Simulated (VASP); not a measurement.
Runs of VASP 6.6.1 on Cu. The structure is that of space group P6_3/mmc (No. 194), or close to it. The cells are those of the table. 

```csv
cell,further INCAR settings,gap on the mesh (eV),pressure (GPa)
"a = 2.597, b = 2.597, c = 4.318 Å, angles 90.0, 90.0, 120.0°, 2 atoms",ALGO = Fast; EDIFF = 1e-07; NBANDS = 18,none,-13.2
"a = 2.597, b = 2.597, c = 4.113 Å, angles 90.0, 90.0, 120.0°, 2 atoms",ALGO = Fast; EDIFF = 1e-06; NBANDS = 18,none,-7.7
"a = 2.597, b = 2.597, c = 3.907 Å, angles 90.0, 90.0, 120.0°, 2 atoms",ALGO = Fast; EDIFF = 1e-07; NBANDS = 18,none,(b)
"a = 2.534, b = 2.534, c = 4.215 Å, angles 90.0, 90.0, 120.0°, 2 atoms",ALGO = Fast; EDIFF = 1e-07; NBANDS = 18,none,(a)
"a = 2.534, b = 2.534, c = 4.318 Å, angles 90.0, 90.0, 120.0°, 2 atoms",ALGO = Fast; EDIFF = 1e-06; NBANDS = 18,none,-7.7
"a = 2.661, b = 2.661, c = 4.215 Å, angles 90.0, 90.0, 120.0°, 2 atoms",ALGO = Fast; EDIFF = 1e-06; NBANDS = 18,none,-15.2
"a = 2.661, b = 2.661, c = 4.113 Å, angles 90.0, 90.0, 120.0°, 2 atoms",ALGO = Fast; EDIFF = 1e-06; NBANDS = 18,none,-12.8
"a = 2.661, b = 2.661, c = 3.907 Å, angles 90.0, 90.0, 120.0°, 2 atoms",ALGO = Fast; EDIFF = 1e-06; NBANDS = 18,none,-6.1
```

Alike in all rows: task single point; level PBEsol; potentials or basis VASP PAW PBE potentials, release 64 (Cu); no spin polarisation; k mesh 24 × 24 × 12; cutoff (eV) 520; smearing gaussian 0.15 eV.

Question: Estimate the missing entries.

Answer: (a) -4.5; (b) 0.7.

Caveats: the PAW data sets were made with another functional, which shifts forces and pressure a little.

A gap of «none» marks levels without a gap at the run's occupations.
